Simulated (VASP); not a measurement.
Input of a VASP 6.6.1 run:

Contents of INCAR:

```
SYSTEM = BN
  ALGO = Normal
  EDIFF = 1E-6
  ENCUT = 520
  GGA = PE
  GGA_COMPAT = .False.
  ISIF = 2
  ISMEAR = -1
  ISYM = -1
  IVDW = 12
  LASPH = .True.
  LCHARG = .False.
  LREAL = Auto
  LWAVE = .False.
  NBANDS = 46
  NELM = 120
  PREC = Accurate
  SIGMA = 0.02
```

File KPOINTS:

```
explicit points
4
Reciprocal
  0.25000000   0.25000000   0.25000000 2
  0.25000000   0.25000000   0.75000000 2
  0.25000000   0.75000000   0.25000000 2
  0.25000000   0.75000000   0.75000000 2
```

The input POSCAR:

```
BN
1.0
    2.4637790000     -4.2673900000      0.0000000000
   -4.9275580000      0.0000000000      0.0000000000
    0.0000000000      0.0000000000     -6.5668090000
B N
8 8
Direct
    0.4885412395      0.4619788639      0.5099980828
   -0.0098926979      0.4662056903      0.5118559105
    0.4883905619     -0.0361926922      0.5087151157
   -0.0092173436     -0.0287112800      0.5143240804
    0.1520573465      0.2022120688      0.0096017716
    0.6547083815      0.2154910731      0.0003560329
    0.1623589595      0.7209002096      0.0072886237
    0.6514986912      0.7221607121      0.0019685360
    0.4801717209      0.3804486933      0.0050937982
   -0.0073712503      0.3855834611     -0.0016473755
    0.5000883444     -0.1034404545     -0.0059957584
   -0.0113818985     -0.1229677018      0.0147249600
    0.3230187539      0.1342924472      0.4983724972
    0.8228912755      0.1307581248      0.5117681967
    0.3275065087      0.6302967227      0.5133270969
    0.8268353724      0.6338246302      0.4992170474
```

Potentials or basis: VASP PAW PBE potentials, release 64 (B, N).

Launch:

```bash
$ cat potpaw_PBE.64/B/POTCAR potpaw_PBE.64/N/POTCAR > POTCAR
$ mpirun -np 1 vasp_std > vasp.out
```

Estimate the dispersion energy per atom.

-0.148 eV.

Predict the band gap on the k mesh.

4.38 eV.

What does it give for the pressure?

13.6 GPa.

Stress tensor (GPa, compression positive):
```
21.73  1.42  0.31
 1.42 19.18  0.09
 0.31  0.09  0.03
```

Caveat: the stress differs along the axes, from 0 to 22 GPa; the atoms stand as in a frame of molecular dynamics; a shifted mesh leaves out Γ, where band edges can lie; forces of over 1 eV/Å act on the atoms, so gaps and moduli don't describe the material at rest. A k mesh can miss the band edges.
